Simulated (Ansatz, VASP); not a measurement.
## Two plane-wave programs on AlCu3

```
Al Cu
1.0
     4.05037    0.00000    0.00000
     0.00000    4.96477    0.00000
     0.00000    0.00000    4.60690
Al Cu
2 6
Direct
  0.00000 0.00000 0.66423
  0.50000 0.50000 0.33577
  0.00000 0.50000 0.66808
  0.50000 0.00000 0.33192
  0.00000 0.25102 0.16391
  0.00000 0.74898 0.16391
  0.50000 0.24898 0.83609
  0.50000 0.75102 0.83609
```

Change from the starting cell: strain -0.030 along x and y, +0.030 along z, atoms carried along.

Alike in both runs: task single point; functional PBEsol; k mesh 10 × 8 × 10; occupations gaussian, width 0.15 eV; no spin polarisation.

|  | VASP | Ansatz |
| --- | --- | --- |
| version | VASP 6.6.1 | Ansatz 0.2.0 |
| potentials or method | VASP PAW PBE potentials, release 64 (Al, Cu), cutoff 520 eV | scalar-relativistic, plane waves, PAW |
| valence electrons in the cell | 72 | 120 |

```csv
,VASP,Ansatz,Ansatz less VASP
gap on the k mesh at the Fermi level (eV),none,none,-
pressure (GPa),6.5,5.8,-0.73
"traceless stress, the component that is largest in VASP (GPa)",-6.45,-6.46,-0.004
rms of the force components (eV/Å),0.100,0.099,-0.0008
```

VASP's potentials were made for PBE, not for PBEsol. Atom by atom the forces differ by 0.002 eV/Å (rms over components). A gap of «none» marks a metal or a gap that the smearing closes. The functional is the same, so the differences come from potentials, cutoffs and numerics. VASP's potentials hold 72 valence electrons a cell and Ansatz's 120, so a difference there can come from the potentials and not from the codes.
